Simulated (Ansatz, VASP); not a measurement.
## Two plane-wave programs on AlN

The input INCAR:

```
SYSTEM = AlN
PREC = Accurate ; ENCUT = 520
EDIFF = 1E-6 ; ISMEAR = 0
SIGMA = 0.05 ; LREAL = .False.
LASPH = .True. ; NELM = 60
ALGO = Normal ; ISIF = 2
LWAVE = .False. ; LCHARG = .False.
GGA = PE ; NBANDS = 16
```

KPOINTS

```
regular mesh
0
Gamma
  12 12 6
  0 0 0
```

POSCAR

```
AlN
1.0
    3.1110021516      0.0000000000      0.0000000000
   -1.5555010758      2.6942068945      0.0000000000
    0.0000000000      0.0000000000      4.9780000000
Al N
2 2
Direct
    0.3333333333      0.6666666667      0.0000000000
    0.6666666667      0.3333333333      0.5000000000
    0.3890083449      0.7780166898      0.3850000000
    0.6666666667      0.3333333333      0.8850000000
```

Input for Ansatz:

```yaml
crystal:
  lattice:
    - [3.1110021516, 0.0, 0.0]
    - [-1.5555010758, 2.6942068945, 0.0]
    - [0.0, 0.0, 4.978]
  atoms:
    - { symbol: Al, position: [0.3333333333, 0.6666666667, 0.0] }
    - { symbol: Al, position: [0.6666666667, 0.3333333333, 0.5] }
    - { symbol: "N", position: [0.3890083449, 0.7780166898, 0.385] }
    - { symbol: "N", position: [0.6666666667, 0.3333333333, 0.885] }
basis:
  ecutwfc: 420
kpoints:
  mp_grid: { grid: [12, 12, 6] }
hamiltonian:
  xc: pbe
scf:
  occupations: { method: gaussian, width: 0.05 }
output:
  forces: true
  stress: true
  eigenvalues: true
```

Alike in both runs: task single point; functional PBE; k mesh 12 × 12 × 6; occupations gaussian, width 0.05 eV; no spin polarisation.

```csv
,VASP,Ansatz
version,VASP 6.6.1,Ansatz 0.2.0
potentials or method,"VASP PAW PBE potentials, release 64 (Al, N), cutoff 520 eV","scalar-relativistic, plane waves, PAW"
valence electrons in the cell,16,16
```

```csv
,VASP,Ansatz,Ansatz less VASP
gap on the k mesh at the Fermi level (eV),3.93,3.92,-0.009
least direct gap on the mesh (eV),3.93,3.92,-0.009
pressure (GPa),12.5,12.6,+0.13
"traceless stress, the component that is largest in VASP (GPa)",22.25,22.03,-0.219
rms of the force components (eV/Å),3.480,3.453,-0.0268
```

Atom by atom the forces differ by 0.027 eV/Å (rms over components).
